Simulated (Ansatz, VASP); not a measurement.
# Two plane-wave programs on Au

```
Au
1.0
     2.84823    0.00000    0.00000
     0.00000    5.08435    0.00000
     0.00000    0.00000    4.84868
Au
4
Direct
  0.00000 0.33614 0.75000
  0.50000 0.16386 0.25000
  0.50000 0.83614 0.75000
  0.00000 0.66386 0.25000
```

Change from the starting cell: equal strain along all axes, cell held, atoms relaxed: +1.0 %.

Alike in both runs: functional PBEsol; k mesh 18 × 10 × 12; occupations gaussian, width 0.1 eV; no spin polarisation.

Ansatz relaxed the structure, and its values are those at the end. VASP's run is a single point on that final structure, the one shown.

|  | VASP | Ansatz |
| --- | --- | --- |
| version | VASP 6.6.1 | Ansatz 0.2.0 |
| potentials or method | VASP PAW PBE potentials, release 64 (Au), cutoff 520 eV | scalar-relativistic, plane waves, PAW |
| valence electrons in the cell | 44 | 76 |

Ansatz gave:

```
gap on the k mesh at the Fermi level (eV) : none
pressure (GPa)                            : -4.7
```

Q: Which values does VASP return?

A: gap on the k mesh at the Fermi level (eV): none; pressure (GPa): -5.0.

VASP's potentials were made for PBE, not for PBEsol. A gap of «none» marks a metal or a gap that the smearing closes. VASP's potentials hold 44 valence electrons a cell and Ansatz's 76, so a difference there can come from the potentials and not from the codes. Ansatz's warnings: stress scf threshold loose.

Spin-orbit coupling is off throughout.
